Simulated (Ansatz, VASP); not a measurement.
**One calculation of Te2Mo, two programs**

```xyz
12
Lattice="3.5180 0.0000 0.0000 -1.7590 3.0467 0.0000 0.0000 0.0000 42.0000" Properties=species:S:1:pos:R:3 pbc="T T T"
Mo    0.0000    2.0311   10.7503
Mo    1.7590    1.0156   17.5812
Mo    0.0000    2.0311   24.4188
Mo    1.7590    1.0156   31.2497
Te    1.7590    1.0156   12.5302
Te    1.7590    1.0156    8.9762
Te    0.0000    2.0311   19.3600
Te    0.0000    2.0311   15.8024
Te    1.7590    1.0156   26.1976
Te    1.7590    1.0156   22.6400
Te    0.0000    2.0311   33.0238
Te    0.0000    2.0311   29.4698
```

Alike in both runs: functional LDA; k mesh 12 × 12 × 1; no spin polarisation.

Ansatz relaxed the structure, and its values are those at the end. VASP's run is a single point on that final structure, the one shown.

|  | VASP | Ansatz |
| --- | --- | --- |
| version | VASP 6.6.1 | Ansatz 0.2.0 |
| potentials or method | VASP PAW LDA potentials, release 64 (Mo_sv, Te), cutoff 520 eV | scalar-relativistic, plane waves, PAW |
| occupations | gaussian, width 0.01 eV | fixed |
| valence electrons in the cell | 104 | 184 |

|  | VASP | Ansatz | Ansatz less VASP |
| --- | --- | --- | --- |
| gap on the k mesh at the Fermi level (eV) | 0.69 | 0.70 | +0.013 |
| least direct gap on the mesh (eV) | 1.03 | 1.02 | 0.000 |
| rms of the force components (eV/Å) | 0.027 | 0.000 | -0.0270 |

LDA's correlation is that of Perdew and Zunger in VASP and of Perdew and Wang (1992) in Ansatz. VASP's potentials hold 104 valence electrons a cell and Ansatz's 184, so a difference there can come from the potentials and not from the codes. Ansatz's warnings: xc potential rough in thin density.

Neither program's run includes spin-orbit coupling.
